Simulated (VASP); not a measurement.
Here is a VASP 6.6.1 calculation.

The input INCAR:

```
SYSTEM = Pt
  ALGO = Normal
  EDIFF = 1E-6
  ENCUT = 520
  GGA = CA
  ISIF = 2
  ISMEAR = 0
  LASPH = .TRUE.
  LCHARG = .FALSE.
  LREAL = .FALSE.
  LWAVE = .FALSE.
  NBANDS = 11
  NELM = 100
  PREC = Accurate
  SIGMA = 0.05
```

File KPOINTS:

```
k-points
0
G
  13 13 13
  0 0 0
```

Contents of POSCAR:

```
Pt
1.0
   -1.5211042567      1.5211042567      1.5211042567
    1.5211042567     -1.5211042567      1.5211042567
    1.5211042567      1.5211042567     -1.5211042567
Pt
1
Direct
    0.0000000000      0.0000000000      0.0000000000
```

Potentials or basis: VASP PAW LDA potentials, release 64 (Pt).

Command:

```bash
$ cat potpaw_LDA.64/Pt/POTCAR > POTCAR
$ mpirun -np 1 vasp_std > vasp.out
```

Q: Predict the band gap on the k mesh.

A: Zero (band 5 reaches 13.42 eV, above the bottom of band 6 at 10.89 eV).

Q: What does it give for the pressure?

A: 21.0 GPa.

Caveat: spin-orbit coupling is left out, which moves the levels of the heavy elements.
